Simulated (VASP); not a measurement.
The system is Sb.

```
Sb
1.0
    -1.57654    1.57654    2.71194
     1.57654   -1.57654    2.71194
     1.57654    1.57654   -2.71194
Sb
1
Cartesian
  0.0000 0.0000 0.0000
```

Base run:

```yaml
Program: VASP 6.6.1
Functional: PBE
Potentials_or_basis: VASP PAW PBE potentials, release 64 (Sb)
Cutoff: 520 eV
k_mesh: 12 × 12 × 12
Occupations: fermi-dirac, width 0.05 eV
Spin: no spin polarisation
```

Its results: pressure 1.7 GPa.

**Question.** After a change of settings the same cell gave: pressure 7.6 GPa. Which change was it?
A. occupations from fermi-dirac, width 0.05 eV to gaussian, width 0.019 eV
B. functional from PBE to PBE0; k mesh from 12 × 12 × 12 to 6 × 6 × 6
C. functional from PBE to BLYP
D. functional from PBE to LDA; potentials or basis from VASP PAW PBE potentials, release 64 (Sb) to VASP PAW LDA potentials, release 64 (Sb)

**Answer.** C.

BLYP binds less tightly than PBE, so the same cell stands under more pressure.

Caveats: the PAW data sets were made with another functional, which shifts forces and pressure a little (some runs).
